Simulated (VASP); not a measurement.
Write the native input for VASP 6.6.1 that does the following.

```
Task                   : single point
Functional             : r2SCAN
Potentials or basis    : VASP PAW PBE potentials, release 64 (Zn, S)
Cutoff                 : 520 eV
k mesh                 : 8 × 8 × 8
Occupations            : gaussian, width 0.05 eV
Spin                   : no spin polarisation
Dipole correction      : no
Further INCAR settings : ALGO = Normal; EDIFF = 1e-06; NBANDS = 16
```

ZnS:

```
Zn S
1.0
     0.00000    2.66408    2.74522
     2.66408    0.00000    2.74522
     2.66408    2.66408    0.00000
Zn S
1 1
Direct
  0.00000 0.00000 0.00000
  0.75000 0.75000 0.75000
```

This cell differs from its parent crystal: strain -0.015 along x and y, +0.015 along z.

The input as run:

POSCAR

```
ZnS
1.0
    0.0000000000      2.6640802500      2.7452197500
    2.6640802500      0.0000000000      2.7452197500
    2.6640802500      2.6640802500      0.0000000000
Zn S
1 1
Direct
    0.0000000000      0.0000000000      0.0000000000
    0.7500000000      0.7500000000      0.7500000000
```

INCAR.step1

```
SYSTEM = ZnS
PREC = Accurate
ENCUT = 520
ISMEAR = 0
SIGMA = 0.05
LREAL = .False.
LASPH = .True.
NELM = 80
NBANDS = 16
GGA = PE
ALGO = Normal
EDIFF = 1E-4
LWAVE = .True.
LCHARG = .False.
```

INCAR.step2

```
SYSTEM = ZnS
PREC = Accurate
ENCUT = 520
EDIFF = 1E-6
ISMEAR = 0
SIGMA = 0.05
LREAL = .False.
LASPH = .True.
NELM = 80
ALGO = Normal
ISIF = 2
LWAVE = .False.
LCHARG = .False.
METAGGA = R2SCAN
LMIXTAU = .True.
NBANDS = 16
ISTART = 1
```

KPOINTS

```
Automatic mesh
0
Gamma
  8 8 8
  0 0 0
```

Potentials or basis: VASP PAW PBE potentials, release 64 (Zn, S).

The run is started by

```sh
$ cat potpaw_PBE.64/Zn/POTCAR potpaw_PBE.64/S/POTCAR > POTCAR
$ cp INCAR.step1 INCAR
$ mpirun -np 1 vasp_std > vasp.out
$ cp INCAR.step2 INCAR
$ mpirun -np 1 vasp_std > vasp.out
```

Results of the run:

```json
{
 "Pressure": "0.3 GPa",
 "Band gap on the k mesh": "2.69 eV, direct"
}
```

Caveat: the cell differs from its parent crystal (strain -0.015 along x and y, +0.015 along z); the PAW data sets were made with another functional, which shifts forces and pressure a little.

It took 3.5 min on 1 thread of AMD EPYC 7R43 64-Core Processor (Zen 3), on a shared host, peak memory 0.14 GiB.
